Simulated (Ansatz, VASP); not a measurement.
## Two plane-wave programs on InBiSe2

```
CELL_PARAMETERS angstrom
5.90472 0.00000 0.00000
0.00000 5.90472 0.00000
0.00000 0.00000 2.65630
ATOMIC_POSITIONS crystal
In 0.00000 0.00000 0.00000
Bi 0.50000 0.50000 0.50000
Se 0.50000 0.00000 0.00000
Se 0.00000 0.50000 0.00000
```

Alike in both runs: task relaxation of cell and atoms; functional PBE; k mesh 4 × 4 × 6; occupations gaussian, width 0.1 eV; no spin polarisation.

|  | VASP | Ansatz |
| --- | --- | --- |
| version | VASP 6.6.1 | Ansatz 0.2.0 |
| potentials or method | VASP PAW PBE potentials, release 64 (In_d, Bi_d, Se), cutoff 600 eV | scalar-relativistic, plane waves, PAW |
| valence electrons in the cell | 40 | 60 |

|  | VASP | Ansatz | Ansatz less VASP |
| --- | --- | --- | --- |
| gap on the k mesh at the Fermi level, each at its own relaxed structure (eV) | none | none | - |
| relaxed volume (Å³/atom) | 26.21 | 26.20 | -0.006 |
| relaxed cell length with the largest relative difference (Å) | 3.168 | 3.165 | -0.0025 |

A gap of «none» marks a metal or a gap that the smearing closes. VASP's potentials hold 40 valence electrons a cell and Ansatz's 60, so a difference there can come from the potentials and not from the codes.

The k mesh is coarse, so the values compare programs but aren't converged. Neither program's run includes spin-orbit coupling.
